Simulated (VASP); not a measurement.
Here is a VASP 6.6.1 calculation.

The input INCAR:

```
SYSTEM = Cd3SeS2
PREC = Accurate
ENCUT = 600
EDIFF = 1E-6
ISMEAR = 0
SIGMA = 0.02
LREAL = .FALSE.
LASPH = .TRUE.
NELM = 100
ALGO = Normal
ISIF = 4
LWAVE = .FALSE.
LCHARG = .FALSE.
GGA = PE
IBRION = 2
NSW = 50
EDIFFG = -0.01
```

The input KPOINTS:

```
regular mesh
0
G
  6 6 4
  0 0 0
```

POSCAR

```
Cd3SeS2
1.0
    4.3901076819      0.0000000299      0.0000000000
   -2.1950538668      3.8019447629      0.0000000000
    0.0000000000      0.0000000000     10.7624385747
Cd Se S
3 1 2
Direct
    0.0000000000      0.0000000000      0.9913036603
    0.3333333333      0.6666666667      0.6666998733
    0.6666666667      0.3333333333      0.3424310537
    0.0000000000      0.0000000000      0.2485313662
    0.3333333333      0.6666666667      0.9128668595
    0.6666666667      0.3333333333      0.5881661870
```

Potentials or basis: VASP PAW PBE potentials, release 64 (Cd, Se, S).

Run with:

```bash
$ cat potpaw_PBE.64/Cd/POTCAR potpaw_PBE.64/Se/POTCAR potpaw_PBE.64/S/POTCAR > POTCAR
$ mpirun -np 1 vasp_std > vasp.out
```

Problem. Estimate the band gap on the k mesh.

Solution. 0.47 eV.

Forces on the atoms (eV/Å):
```
Cd   0.000  0.000  0.005
Cd   0.000  0.000 -0.005
Cd   0.000  0.000 -0.003
Se   0.000  0.000  0.001
S    0.000  0.000  0.005
S    0.000  0.000 -0.003
```

Caveat: semilocal functionals underestimate gaps, and a narrow one can read as zero.
